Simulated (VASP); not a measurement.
Write the native input for VASP 6.6.1 that does the following.

```yaml
Task: single point
Functional: PBE
Potentials_or_basis: VASP PAW PBE potentials, release 64 (O, H, Ag_sv_GW, F)
Cutoff: 520 eV
k_mesh: 1 × 1 × 1
Occupations: fermi-dirac, width 0.05 eV
Spin: no spin polarisation
Dipole_correction: no
Further_INCAR_settings: LREAL = Auto; ALGO = Normal; EDIFF = 1e-06; NBANDS = 53
```

The structure of AgH12O6F lies in POSCAR:

```
AgH12O6F
1.0
    6.0731780000      0.0000000000      0.0000000000
    0.0000000000      6.0731780000      0.0000000000
    0.0000000000      0.0000000000      6.0731780000
O H Ag F
6 12 1 1
Direct
    0.1765285746      0.6617289362      0.0213884138
    0.0024296568      0.7907423619      0.6156651971
    0.5925816263      0.7234963796      0.4482290080
   -0.0148311212      0.3644151336      0.4900086975
    0.7512896406      0.3588026077      0.9358064460
    0.2879142019      0.0624697478      0.3853773235
    0.1166261515      0.7348640844     -0.1113555403
    0.0931249464      0.5239899353      0.0295655377
    0.0898289038      0.8861698009      0.5159749842
    0.0273841575      0.6389241488      0.5598599813
    0.7370137932      0.7652595921      0.5157882767
    0.5303045152      0.6177296023      0.5516416033
   -0.1056883544      0.3646005640      0.3585563752
    0.1075824603      0.2601052967      0.4564240356
    0.8063569968      0.3447993781      0.7849603360
    0.6525115016      0.2237576253      0.9638856220
    0.3404616306      0.0571349515      0.2291431778
    0.4038464368     -0.0259984499      0.4569548490
    0.5922974452      0.6836282268      1.0087789033
    0.5069994365      0.0367246770      1.0122205725
```

One way to write it, as run:

INCAR

```
SYSTEM = AgH12O6F
  PREC = Accurate
  ENCUT = 520
  EDIFF = 1E-6
  ISMEAR = -1
  SIGMA = 0.05
  LREAL = Auto
  LASPH = .True.
  NELM = 120
  ALGO = Normal
  ISIF = 2
  LWAVE = .False.
  LCHARG = .True.
  GGA = PE
  LELF = .True.
  LVHAR = .True.
  NBANDS = 53
  GGA_COMPAT = .False.
```

KPOINTS

```
regular mesh
0
Gamma
  1 1 1
  0 0 0
```

Potentials or basis: VASP PAW PBE potentials, release 64 (O, H, Ag_sv_GW, F).

Run with:

```console
$ cat potpaw_PBE.64/O/POTCAR potpaw_PBE.64/H/POTCAR potpaw_PBE.64/Ag_sv_GW/POTCAR potpaw_PBE.64/F/POTCAR > POTCAR
$ mpirun -np 1 vasp_gam > vasp.out
```

Results of the run:

* Pressure: -0.8 GPa
* Largest force: 0.226 eV/Å

Caveat: the k points lie up to 1.03 Å⁻¹ apart, too coarse for converged energies, forces and pressures.

Run time: 34 s on 1 thread of AMD EPYC 7R43 64-Core Processor (Zen 3), with other jobs on the host, peak memory 0.29 GiB.
